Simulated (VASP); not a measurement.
# Ta4O (P4/mmm) in VASP: a series of runs

Runs on Ta4O. Level: PBE. Tasks: single point.

Everything below comes from runs of VASP 6.6.1. Logs are shortened: lines on timing, memory, paths and dates and some standing lists are left out, and cuts for length are marked.

### 1 The cell of the first run

The structure is tetragonal, space group P4/mmm (No. 123). Conventional cell: a = 3.206 Å, b = 3.206 Å, c = 7.617 Å, α = 90.00°, β = 90.00°, γ = 90.00°. Within 3.0 Å of Ta (site symmetry 4/mmm) lie 4 O at 2.27 Å. Within 2.9 Å of Ta (site symmetry 4mm) lie 1 O at 2.16 Å and 4 Ta at 2.81 Å. Ta (site symmetry 4/mmm) has 12 Ta at 2.81 to 3.21 Å within 3.7 Å. O (site symmetry 4/mmm) has 6 Ta at 2.16 to 2.27 Å within 2.9 Å.

### 2 Single point, PBE (strain -0.015 along x and y, +0.030 along z)

The input, INCAR:

```
ALGO = Normal ; EDIFF = 1E-6
ENCUT = 520 ; GGA = PE
ISIF = 2 ; ISMEAR = 0
LASPH = T ; LCHARG = F
LREAL = F ; LWAVE = F
NBANDS = 33 ; NELM = 80
PREC = Accurate ; SIGMA = 0.15
```

The input, KPOINTS:

```
k-points
0
Gamma
  14 14 8
```

The input, POSCAR:

```
Ta4O
1.0
    3.2058864392      0.0000000000      0.0000000000
    0.0000000000      3.2058864392      0.0000000000
    0.0000000000      0.0000000000      7.6172482776
Ta O
4 1
Direct
    0.0000000000      0.0000000000      0.5000000000
    0.5000000000      0.5000000000      0.7829127273
    0.5000000000      0.5000000000      0.2170872727
    0.0000000000      0.0000000000      0.0000000000
    0.5000000000      0.5000000000      0.5000000000
```

Potentials or basis: VASP PAW PBE potentials, release 64 (Ta_pv, O).

On the command line:

```
cat potpaw_PBE.64/Ta_pv/POTCAR potpaw_PBE.64/O/POTCAR > POTCAR
mpirun -np 1 vasp_std > vasp.out
```

OUTCAR:

```text
EDIFF = 1E-6
   ENCUT = 520
   GGA = PE
   ISIF = 2
   ISMEAR = 0
   LASPH = T
   LREAL = F
   NELM = 80
   PREC = Accurate

 ion  position               nearest neighbor table
   1  0.000  0.000  0.500-   5 2.27   5 2.27   5 2.27   5 2.27   3 3.13   3 3.13   2 3.13   3 3.13
                             2 3.13   2 3.13   3 3.13   2 3.13
   2  0.500  0.500  0.783-   5 2.16   4 2.81   4 2.81   4 2.81   4 2.81   1 3.13   1 3.13   1 3.13
                             1 3.13   3 3.31
   3  0.500  0.500  0.217-   5 2.16   4 2.81   4 2.81   4 2.81   4 2.81   1 3.13   1 3.13   1 3.13
                             1 3.13   2 3.31
   4  0.000  0.000  0.000-   2 2.81   3 2.81   2 2.81   3 2.81   2 2.81   3 2.81   2 2.81   3 2.81

   5  0.500  0.500  0.500-   2 2.16   3 2.16   1 2.27   1 2.27   1 2.27   1 2.27

  LATTYP: Found a simple tetragonal cell.
 ALAT       =     3.2058864392
 C/A-ratio  =     2.3760193700

  Lattice vectors:

 A1 = (   3.2058864392,   0.0000000000,   0.0000000000)
 A2 = (   0.0000000000,   3.2058864392,   0.0000000000)
 A3 = (   0.0000000000,   0.0000000000,   7.6172482776)

Analysis of symmetry for initial positions (statically):
=====================================================================
 Subroutine PRICEL returns:
 Original cell was already a primitive cell.

 Routine SETGRP: Setting up the symmetry group for a
 simple tetragonal supercell.

 Subroutine GETGRP returns: Found 16 space group operations
 (whereof 16 operations were pure point group operations)
 out of a pool of 16 trial point group operations.

The static configuration has the point symmetry D_4h.

Analysis of symmetry for dynamics (positions and initial velocities):
=====================================================================
 Subroutine PRICEL returns:
 Original cell was already a primitive cell.

 Routine SETGRP: Setting up the symmetry group for a
 simple tetragonal supercell.

 Subroutine GETGRP returns: Found 16 space group operations
 (whereof 16 operations were pure point group operations)
 out of a pool of 16 trial point group operations.

The dynamic configuration has the point symmetry D_4h.

 Subroutine INISYM returns: Found 16 space group operations
 (whereof 16 operations are pure point group operations),
 and found     1 'primitive' translations

----------------------------------------------------------------------------------------

                                     Primitive cell

  volume of cell :      78.2879

  direct lattice vectors                    reciprocal lattice vectors
     3.205886439  0.000000000  0.000000000     0.311926208  0.000000000  0.000000000
     0.000000000  3.205886439  0.000000000     0.000000000  0.311926208  0.000000000
     0.000000000  0.000000000  7.617248278     0.000000000  0.000000000  0.131281004

  length of vectors
     3.205886439  3.205886439  7.617248278     0.311926208  0.311926208  0.131281004

  position of ions in fractional coordinates (direct lattice)
     0.000000000  0.000000000  0.500000000
     0.500000000  0.500000000  0.782912727
     0.500000000  0.500000000  0.217087273
     0.000000000  0.000000000  0.000000000
     0.500000000  0.500000000  0.500000000

  ion indices of the primitive-cell ions
   primitive index   ion index
                 1           1
                 2           2
                 3           3
                 4           4
                 5           5

----------------------------------------------------------------------------------------

 KPOINTS: k-points

Automatic generation of k-mesh.
 Grid dimensions read from file:
 generate k-points for:   14   14    8

 Generating k-lattice:

  Cartesian coordinates                     Fractional coordinates (reciprocal lattice)
     0.022280443  0.000000000  0.000000000     0.071428571  0.000000000  0.000000000
     0.000000000  0.022280443  0.000000000     0.000000000  0.071428571  0.000000000
     0.000000000  0.000000000  0.016410125     0.000000000  0.000000000  0.125000000

  Length of vectors
     0.022280443  0.022280443  0.016410125

  Shift w.r.t. Gamma in fractional coordinates (k-lattice)
     0.000000000  0.000000000  0.000000000

 Subroutine IBZKPT returns following result:
 ===========================================

 Found    180 irreducible k-points:

 Following reciprocal coordinates:
            Coordinates               Weight
  0.000000  0.000000  0.000000      1.000000
  0.071429  0.000000  0.000000      4.000000
  0.142857  0.000000  0.000000      4.000000
  0.214286  0.000000  0.000000      4.000000
  0.285714  0.000000  0.000000      4.000000
  0.357143  0.000000  0.000000      4.000000
[... 16 lines left out ...]
  0.285714  0.214286  0.000000      8.000000
  0.357143  0.214286  0.000000      8.000000
 [... further k-points ...]
   k-points           NKPTS =    180   k-points in BZ     NKDIM =    180   number of bands    NBANDS=     33
   number of dos      NEDOS =    301   number of ions     NIONS =      5
   total plane-waves  NPLWV =  34560
   dimension x,y,z NGX =    24 NGY =   24 NGZ =   60
   dimension x,y,z NGXF=    48 NGYF=   48 NGZF=  120
   ions per type =               4   1
   NGX,Y,Z   is equivalent  to a cutoff of  12.45, 12.45, 13.09 a.u.
   NGXF,Y,Z  is equivalent  to a cutoff of  24.89, 24.89, 26.19 a.u.
 SYSTEM =  unknown system
   PREC   = accura    normal or accurate (medium, high low for compatibility)
   ISTART =      0    job   : 0-new  1-cont  2-samecut
   ICHARG =      2    charge: 1-file 2-atom 10-const
   ISPIN  =      1    spin polarized calculation?
   LNONCOLLINEAR =      F non collinear calculations
   LSORBIT =      F    spin-orbit coupling
   LASPH  =      T    aspherical Exc in radial PAW
   ENCUT  =  520.0 eV  38.22 Ry    6.18 a.u.   5.96  5.96 14.16*2*pi/ulx,y,z
   NELM   =     80;   NELMIN=  2; NELMDL= -5     # of ELM steps
   EDIFF  = 0.1E-05   stopping-criterion for ELM
   LREAL  =      F    real-space projection
   EDIFFG = 0.1E-04   stopping-criterion for IOM
   NSW    =      0    number of steps for IOM
   IBRION =     -1    ionic relax: 0-MD 1-quasi-New 2-CG
   NFREE  =      0    steps in history (QN), initial steepest desc. (CG)
   ISIF   =      2    stress and relaxation
   ISYM   =      2    0-nonsym 1-usesym 2-fastsym
   POTIM  = 0.5000    time-step for ionic-motion
   TEBEG  =    0.0;   TEEND  =   0.0 temperature during run
   PSTRESS=    0.0 pullay stress
   NELECT =      50.0000    total number of electrons
   NUPDOWN=      -1.0000    fix difference up-down
   EMIN   =  10.00;   EMAX   =-10.00  energy-range for DOS
   EFERMI =   0.00;   METHOD = LEGACY
   ISMEAR =     0;   SIGMA  =   0.15  broadening in eV -4-tet -1-fermi 0-gaus
   EFERMI_NEDOS =   21; number of points for ismear=-14 and -15
   IALGO  =     38    algorithm
   IMIX   =      4    mixing-type and parameters
     AMIX     =   0.40;   BMIX     =  1.00
     AMIX_MAG =   1.60;   BMIX_MAG =  1.00
  volume/ion in A,a.u.               =      15.66       105.66
  Fermi-wavevector in a.u.,A,eV,Ry     =   1.409830  2.664192 27.043215  1.987620
  Thomas-Fermi vector in A             =   2.531846
   LORBIT       =      0    0 simple, 1 ext, 2 COOP (PROOUT), +10 PAW based schemes
   GGA     = PE    functional components
   LHFCALC =     F    Hartree Fock is set to
   AEXX    =    0.0000 exact exchange contribution
   IVDW    =     0    specifies the selected vdW correction
   LEPSILON=     F    determine dielectric tensor
   LRPA    =     F    only Hartree local field effects (RPA)
 non-spin polarized calculation
 Gauss-broadening in eV      SIGMA  =   0.15
  energy-cutoff  :      520.00
  volume of cell :       78.29
 maximum number of plane-waves:      2144
 NGX is ok and might be reduce to    24
   NGX = 11   NGY = 11   NGZ = 29

 number of electron      49.9999985 magnetization

 Free energy of the ion-electron system (eV)
  ---------------------------------------------------
  ext. energy  EPLUGINS =         0.00000000
  ---------------------------------------------------
  free energy    TOTEN  =       -55.03473328 eV

  energy without entropy =      -55.00368494  energy(sigma->0) =      -55.01920911

 E-fermi :   6.4796     XC(G=0): -12.6229

 val. band max:        6.4774000536   @ k =   0.2857   0.2857   0.3750
 cond. band min:       6.4834814648   @ k =   0.3571   0.0000   0.5000
 fundamental gap:      0.0060814112
 Fermi energy:         6.4796270020

 k-point     1 :       0.0000    0.0000    0.0000
  band No.  band energies     occupation
      1     -29.1054      2.00000
      2     -29.1054      2.00000
      3     -28.7736      2.00000
      4     -28.1192      2.00000
      5     -28.0700      2.00000
      6     -27.8187      2.00000
[... 25 lines left out ...]
     32       8.2872      0.00000
     33       8.5452      0.00000

 k-point     2 :       0.0714    0.0000    0.0000
  band No.  band energies     occupation
      1     -29.1271      2.00000
      2     -29.1030      2.00000
      3     -28.7703      2.00000
      4     -28.1273      2.00000
      5     -28.0735      2.00000
      6     -27.8214      2.00000
[... 25 lines left out ...]
     32       8.6984      0.00000
     33       8.8811      0.00000

 k-point     3 :       0.1429    0.0000    0.0000
  band No.  band energies     occupation
      1     -29.1865      2.00000
      2     -29.0963      2.00000
      3     -28.7616      2.00000
      4     -28.1494      2.00000
      5     -28.0842      2.00000
      6     -27.8319      2.00000
[... 25 lines left out ...]
     32       9.0876      0.00000
     33       9.7297      0.00000

 k-point     4 :       0.2143    0.0000    0.0000
  band No.  band energies     occupation
      1     -29.2698      2.00000
      2     -29.0865      2.00000
      3     -28.7508      2.00000
      4     -28.1796      2.00000
      5     -28.1017      2.00000
      6     -27.8543      2.00000
[... 25 lines left out ...]
     32       8.7849      0.00000
     33       9.8154      0.00000

 k-point     5 :       0.2857    0.0000    0.0000
  band No.  band energies     occupation
      1     -29.3591      2.00000
      2     -29.0756      2.00000
      3     -28.7422      2.00000
      4     -28.2101      2.00000
      5     -28.1227      2.00000
      6     -27.8896      2.00000
[... 604 lines left out ...]
 k-point    22 :       0.2143    0.2143    0.0000
  band No.  band energies     occupation
      1     -29.2620      2.00000
      2     -29.2120      2.00000
      3     -28.7298      2.00000
      4     -28.1609      2.00000
      5     -28.0728      2.00000
      6     -27.9537      2.00000
[... 25 lines left out ...]
     32       8.8012      0.00000
     33      10.2350      0.00000

 k-point    23 :       0.2857    0.2143    0.0000
  band No.  band energies     occupation
      1     -29.3246      2.00000
      2     -29.2125      2.00000
      3     -28.7192      2.00000
      4     -28.1732      2.00000
      5     -28.0656      2.00000
      6     -27.9865      2.00000
[... 25 lines left out ...]
     32       9.1716      0.00000
     33      10.3024      0.00000

 k-point    24 :       0.3571    0.2143    0.0000
  band No.  band energies     occupation
      1     -29.3930      2.00000
      2     -29.1990      2.00000
      3     -28.7111      2.00000
      4     -28.1974      2.00000
      5     -28.0702      2.00000
      6     -28.0141      2.00000
[... 25 lines left out ...]
     32       9.5661      0.00000
     33      10.2688      0.00000

 [... further k-points ...]
[... 5 lines left out ...]
  --------------------------------------------------------------------------------------
  -------------------------------------------------------------------------------------
  Total        1.1243127      1.1243127     -2.6180399      0.0000000      0.0000000      0.0000000
  in kB       23.0092958     23.0092958    -53.5787355      0.0000000      0.0000000      0.0000000
  external PRESSURE =      -2.5200480 kB  Pullay stress =       0.0000000 kB

 VOLUME and BASIS-vectors are now :
 -----------------------------------------------------------------------------
  energy-cutoff  :      520.00
  volume of cell :       78.29
      direct lattice vectors                 reciprocal lattice vectors
     3.205886439  0.000000000  0.000000000     0.311926208  0.000000000  0.000000000
     0.000000000  3.205886439  0.000000000     0.000000000  0.311926208  0.000000000
     0.000000000  0.000000000  7.617248278     0.000000000  0.000000000  0.131281004

 POSITION                                       TOTAL-FORCE (eV/Angst)
 -----------------------------------------------------------------------------------
      0.00000      0.00000      3.80862         0.000000      0.000000      0.000000
      1.60294      1.60294      5.96364         0.000000      0.000000     -0.315508
      1.60294      1.60294      1.65361         0.000000     -0.000000      0.315508
      0.00000      0.00000      0.00000         0.000000      0.000000      0.000000
      1.60294      1.60294      3.80862         0.000000      0.000000      0.000000
 -----------------------------------------------------------------------------------
    total drift:                                0.000000     -0.000000      0.000000

  FREE ENERGIE OF THE ION-ELECTRON SYSTEM (eV)
  ---------------------------------------------------
  free  energy   TOTEN  =       -55.0347332813 eV

  energy  without entropy=      -55.0036849364  energy(sigma->0) =      -55.01920911
```

Run time: 9.5 min. Hardware: 1 thread of Oxide Virtual Turin-like, shared host; peak memory 0.42 GiB.

Results:

| Quantity | Value |
| --- | --- |
| Free energy | -55.0347 eV |
| Pressure | -0.3 GPa |
| Largest force | 0.316 eV/Å |
| Band gap on the k mesh | zero (band 25 reaches 6.98 eV, above the bottom of band 26 at 5.95 eV) |

Forces on the atoms (eV/Å):
```
Ta   0.000  0.000  0.000
Ta   0.000  0.000 -0.316
Ta   0.000  0.000  0.316
Ta   0.000  0.000  0.000
O    0.000  0.000  0.000
```

Levels at points of the mesh, in eV from the Fermi level:
```tsv
k point	band 22	band 23	band 24	band 25	band 26	band 27	band 28	band 29
(0.00, 0.00, 0.00)	-1.67	-0.45	-0.45	-0.21	0.80	1.03	1.10	1.10
(0.50, 0.00, 0.00)	-1.26	-0.81	-0.70	0.12	0.99	1.00	1.13	1.61
(0.50, 0.50, 0.00)	-1.60	-1.60	-0.71	-0.71	2.00	2.14	2.84	2.84
(0.00, 0.00, 0.50)	-0.82	-0.41	-0.41	0.34	0.57	0.57	1.00	1.39
(0.50, 0.00, 0.50)	-1.01	-0.90	-0.70	-0.25	0.98	1.21	1.30	1.67
(0.50, 0.50, 0.50)	-1.98	-1.98	0.12	0.12	1.88	1.88	1.98	2.88
```

Caveat: the cell differs from its parent crystal (strain -0.015 along x and y, +0.030 along z); spin-orbit coupling is left out, which moves the levels of the heavy elements.

[end of part 1 of 2]
